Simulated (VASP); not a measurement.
**Ce: single point with RPBE**

Crystal: Ce.

```
Ce
1.0
     0.00000    2.46952    2.46952
     2.46952    0.00000    2.46952
     2.46952    2.46952    0.00000
Ce
1
Cartesian
  0.0000 0.0000 0.0000
```

```
Program             : VASP 6.6.1
Task                : single point
Functional          : RPBE
Potentials or basis : VASP PAW PBE potentials, release 64 (Ce)
Cutoff              : 520 eV
k mesh              : 15 × 15 × 15
Occupations         : fermi-dirac, width 0.05 eV
Spin                : collinear spin, ferromagnetic start
Starting moments    : [1.0] μB
```

```
Pressure                                              : -2.3 GPa
Band gap on the k mesh                                : zero (filled and empty bands overlap)
Net moment                                            : 0.00 μB per cell
Valence electrons inside the program's atomic spheres : Ce 9.79
```

Levels at points of the mesh, in eV from the Fermi level:
Spin up:
```tsv
k point	band 2	band 3	band 4	band 5	band 6	band 7	band 8	band 9	band 10	band 11
(0.00, 0.00, 0.00)	-16.35	-16.35	-16.35	-3.11	-0.11	0.34	0.34	0.34	0.95	0.95
```
Spin down:
```
           k point  band 3  band 4  band 5  band 6  band 7  band 8  band 9  band 10
(0.00, 0.00, 0.00)  -16.35  -16.35   -3.11   -0.11    0.34    0.34    0.34     0.95
```

Wall time 3 min on 1 thread of Oxide Virtual Turin-like Processor, with other jobs on the host, peak memory 0.22 GiB.

Caveat: the magnetic or orbital state may not be the lowest; the moments typed at the start vanished in this run; the PAW data sets were made with another functional, which shifts forces and pressure a little; spin-orbit coupling is left out, which moves the levels of the heavy elements; semilocal functionals describe open f shells poorly, which spoils levels, moments and volumes. The state reached can hang on the start; a lower one may exist.
